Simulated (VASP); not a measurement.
Os, 2 atoms in the cell. It takes space group P6_3/mmc (No. 194, hexagonal). The conventional cell has a = 2.734 Å, b = 2.734 Å, c = 4.320 Å, α = 90.00°, β = 90.00°, γ = 120.00°. Within 3.5 Å of Os (site symmetry -6m2) lie 12 Os at 2.68 to 2.73 Å. 

```yaml
Program: VASP 6.6.1
Task: relaxation of volume and atoms at fixed shape
Functional: PBEsol
Potentials_or_basis: VASP PAW PBE potentials, release 64 (Os)
Cutoff: 600 eV
k_mesh: 9 × 9 × 5
Occupations: fermi-dirac, width 0.05 eV
Spin: no spin polarisation
Dipole_correction: no
Further_INCAR_settings: ALGO = Normal; EDIFF = 1e-06; IBRION = 2; EDIFFG = -0.01; NSW = 60; ISIF = 8
```

Potentials or basis: VASP PAW PBE potentials, release 64 (Os).

Command:

```console
$ cat potpaw_PBE.64/Os/POTCAR > POTCAR
$ mpirun -np 1 vasp_std > vasp.out
```

Hardware: 1 thread of AMD EPYC 7R13, on a shared host.

Question: How long does it take, and how much memory?

Answer: Run time: 58 s on 1 thread of AMD EPYC 7R13 (shared host), peak memory 0.14 GiB. Counts: scf iterations 26, k points 36, ion steps 3.
